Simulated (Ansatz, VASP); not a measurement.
## One calculation of SiC, two programs

INCAR

```
SYSTEM = SiC
PREC     = Accurate       ! precision mode
ENCUT    = 520            ! plane-wave cutoff, eV
EDIFF    = 1E-8           ! SCF threshold, eV
ISMEAR   = 0              ! smearing method
SIGMA    = 0.01           ! smearing width, eV
LREAL    = Auto         
LASPH    = .True.         ! aspherical terms in the spheres
NELM     = 60             ! most SCF steps
ALGO     = Normal         ! electronic algorithm
ISIF     = 2              ! what is computed and relaxed
LWAVE    = .False.        ! write WAVECAR
LCHARG   = .False.        ! write CHGCAR
GGA      = PE             ! functional
LEFG     = .True.       
NBANDS   = 86             ! bands
```

The input KPOINTS:

```
regular mesh
0
Gamma
  4 4 2
  0 0 0
```

The input POSCAR:

```
SiC
1.0
    6.1520000000      0.0000000000      0.0000000000
   -3.0760000000      5.3277882840      0.0000000000
    0.0000000000      0.0000000000     10.0960000000
Si C
16 16
Direct
    0.1666666667      0.3333333333      0.0022474430
    0.1666666667      0.3333333333      0.5022474430
    0.1666666667      0.8333333333      0.0022474430
    0.1666666667      0.8333333333      0.5022474430
    0.6666666667      0.3333333333      0.0022474430
    0.6666666667      0.3333333333      0.5022474430
    0.6666666667      0.8333333333      0.0022474430
    0.6666666667      0.8333333333      0.5022474430
    0.3333333333      0.1666666667      0.2522474430
    0.3333333333      0.1666666667      0.7522474430
    0.3333333333      0.6666666667      0.2522474430
    0.3333333333      0.6666666667      0.7522474430
    0.8333333333      0.1666666667      0.2522474430
    0.8333333333      0.1666666667      0.7522474430
    0.8333333333      0.6666666667      0.2522474430
    0.8333333333      0.6666666667      0.7522474430
    0.1666666667      0.3333333333      0.1902525570
    0.1666666667      0.3333333333      0.6902525570
    0.1666666667      0.8333333333      0.1902525570
    0.1666666667      0.8333333333      0.6902525570
    0.6666666667      0.3333333333      0.1902525570
    0.6666666667      0.3333333333      0.6902525570
    0.6666666667      0.8333333333      0.1902525570
    0.6666666667      0.8333333333      0.6902525570
    0.3333333333      0.1666666667      0.4402525570
    0.3333333333      0.1666666667      0.9402525570
    0.3333333333      0.6666666667      0.4402525570
    0.3333333333      0.6666666667      0.9402525570
    0.8333333333      0.1666666667      0.4402525570
    0.8333333333      0.1666666667      0.9402525570
    0.8333333333      0.6666666667      0.4402525570
    0.8333333333      0.6666666667      0.9402525570
```

Input for Ansatz:

```yaml
crystal:
  lattice:
    - [6.152, 0.0, 0.0]
    - [-3.076, 5.327788284, 0.0]
    - [0.0, 0.0, 10.096]
  atoms:
    - { symbol: Si, position: [0.1666666667, 0.3333333333, 0.002247443] }
    - { symbol: Si, position: [0.1666666667, 0.3333333333, 0.502247443] }
    - { symbol: Si, position: [0.1666666667, 0.8333333333, 0.002247443] }
    - { symbol: Si, position: [0.1666666667, 0.8333333333, 0.502247443] }
    - { symbol: Si, position: [0.6666666667, 0.3333333333, 0.002247443] }
    - { symbol: Si, position: [0.6666666667, 0.3333333333, 0.502247443] }
    - { symbol: Si, position: [0.6666666667, 0.8333333333, 0.002247443] }
    - { symbol: Si, position: [0.6666666667, 0.8333333333, 0.502247443] }
    - { symbol: Si, position: [0.3333333333, 0.1666666667, 0.252247443] }
    - { symbol: Si, position: [0.3333333333, 0.1666666667, 0.752247443] }
    - { symbol: Si, position: [0.3333333333, 0.6666666667, 0.252247443] }
    - { symbol: Si, position: [0.3333333333, 0.6666666667, 0.752247443] }
    - { symbol: Si, position: [0.8333333333, 0.1666666667, 0.252247443] }
    - { symbol: Si, position: [0.8333333333, 0.1666666667, 0.752247443] }
    - { symbol: Si, position: [0.8333333333, 0.6666666667, 0.252247443] }
    - { symbol: Si, position: [0.8333333333, 0.6666666667, 0.752247443] }
    - { symbol: C, position: [0.1666666667, 0.3333333333, 0.190252557] }
    - { symbol: C, position: [0.1666666667, 0.3333333333, 0.690252557] }
    - { symbol: C, position: [0.1666666667, 0.8333333333, 0.190252557] }
    - { symbol: C, position: [0.1666666667, 0.8333333333, 0.690252557] }
    - { symbol: C, position: [0.6666666667, 0.3333333333, 0.190252557] }
    - { symbol: C, position: [0.6666666667, 0.3333333333, 0.690252557] }
    - { symbol: C, position: [0.6666666667, 0.8333333333, 0.190252557] }
    - { symbol: C, position: [0.6666666667, 0.8333333333, 0.690252557] }
    - { symbol: C, position: [0.3333333333, 0.1666666667, 0.440252557] }
    - { symbol: C, position: [0.3333333333, 0.1666666667, 0.940252557] }
    - { symbol: C, position: [0.3333333333, 0.6666666667, 0.440252557] }
    - { symbol: C, position: [0.3333333333, 0.6666666667, 0.940252557] }
    - { symbol: C, position: [0.8333333333, 0.1666666667, 0.440252557] }
    - { symbol: C, position: [0.8333333333, 0.1666666667, 0.940252557] }
    - { symbol: C, position: [0.8333333333, 0.6666666667, 0.440252557] }
    - { symbol: C, position: [0.8333333333, 0.6666666667, 0.940252557] }
kpoints:
  mp_grid: { grid: [4, 4, 2] }
scf:
  occupations: { method: fixed }
hamiltonian:
  xc: pbe
  pseudopotentials: { kind: paw }
output:
  forces: true
  efg: { contact_densities: true }
  core_levels:
    shells: { C: "1s", Si: "2p" }
    counted_from: valence_top
    eps_inf: [6.898, 6.898, 7.278]
    add_spin: false
```

Alike in both runs: task electric field gradients; functional PBE; k mesh 4 × 4 × 2; no spin polarisation.

```csv
,VASP,Ansatz
version,VASP 6.6.1,Ansatz 0.2.0
potentials or method,"VASP PAW PBE potentials, release 64 (Si, C)","plane-wave PAW, scalar-relativistic"
plane-wave cutoff (eV),520,420
occupations,"gaussian, width 0.01 eV",fixed
valence electrons in the cell,128,128
```

|  | VASP | Ansatz | Ansatz less VASP |
| --- | --- | --- | --- |
| gap on the k mesh at the Fermi level (eV) | 2.53 | 2.54 | +0.003 |
| rms of the force components (eV/Å) | 0.012 | 0.009 | -0.0022 |
| size of Vzz on the site where it differs most (V/Å²) | 3.7 | 3.5 | -0.20 |

Atom by atom the forces differ by 0.002 eV/Å (rms over components).
